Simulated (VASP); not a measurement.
Here is a VASP 6.6.1 calculation.

INCAR

```
PREC = Accurate
ENCUT = 520
EDIFF = 1E-6
ISMEAR = 0
SIGMA = 0.01
LREAL = F
LASPH = T
NELM = 60
ALGO = Normal
ISIF = 2
LWAVE = F
LCHARG = F
GGA = PS
NBANDS = 11
```

The input KPOINTS:

```
regular mesh
0
Gamma
  10 10 10
```

File POSCAR:

```
MgO
1.0
    0.0000000000      2.1071401257      2.0966044251
    2.1071401257      0.0000000000      2.0966044251
    2.1071401257      2.1071401257      0.0000000000
Mg O
1 1
Direct
    0.0000000000      0.0000000000      0.0000000000
    0.5000000000      0.5000000000      0.5000000000
```

Potentials or basis: VASP PAW PBE potentials, release 64 (Mg, O).

Launch:

```sh
$ cat potpaw_PBE.64/Mg/POTCAR potpaw_PBE.64/O/POTCAR > POTCAR
$ mpirun -np 1 vasp_std > vasp.out
```

Problem. What does it give for the pressure?

Solution. 0.3 GPa.

Problem. Estimate the band gap on the k mesh.

Solution. 4.66 eV, direct.

Stress tensor (GPa, compression positive):
```
-0.07  0.00  0.00
 0.00 -0.07  0.00
 0.00  0.00  0.99
```

Caveat: the cell differs from its parent crystal (z stretched by -0.5 %, x and y held); the PAW data sets were made with another functional, which shifts forces and pressure a little.
